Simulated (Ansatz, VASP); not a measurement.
Two plane-wave programs on P

```
P
1.0
     1.64774   -5.46504    0.00000
     1.64774    5.46504    0.00000
     0.00000    0.00000    4.54364
P
4
Direct
  0.90414 0.09586 0.58882
  0.09586 0.90414 0.41118
  0.59586 0.40414 0.08882
  0.40414 0.59586 0.91118
```

Alike in both runs: task single point; functional PBE-based screened hybrid with a share of 0.25 of exact exchange and HFSCREEN = 0.15; k mesh 4 × 4 × 3; occupations fermi-dirac, width 0.05 eV; no spin polarisation.

|  | VASP | Ansatz |
| --- | --- | --- |
| version | VASP 6.6.1 | Ansatz 0.2.0 |
| potentials or method | VASP PAW PBE potentials, release 64 (P) | Ansatz PAW |
| plane-wave cutoff (eV) | 520 | 420 |
| valence electrons in the cell | 20 | 20 |

|  | VASP | Ansatz | Ansatz less VASP |
| --- | --- | --- | --- |
| gap on the k mesh at the Fermi level (eV) | 0.86 | 0.83 | -0.027 |
| least direct gap on the mesh (eV) | 0.86 | 0.83 | -0.027 |
| pressure (GPa) | -0.7 | 0.0 | +0.65 |
| traceless stress, the component that is largest in VASP (GPa) | 1.14 | 1.24 | +0.101 |
| rms of the force components (eV/Å) | 0.122 | 0.101 | -0.0214 |

VASP's potentials were made for PBE, not for PBE-based screened hybrid. Atom by atom the forces differ by 0.049 eV/Å (rms over components).

The k mesh is coarse, so the values compare programs but aren't converged. Noted on Ansatz's run: odd divisions of the mesh miss points on the zone boundary, where band edges often lie, so the gap on the mesh can be too wide.
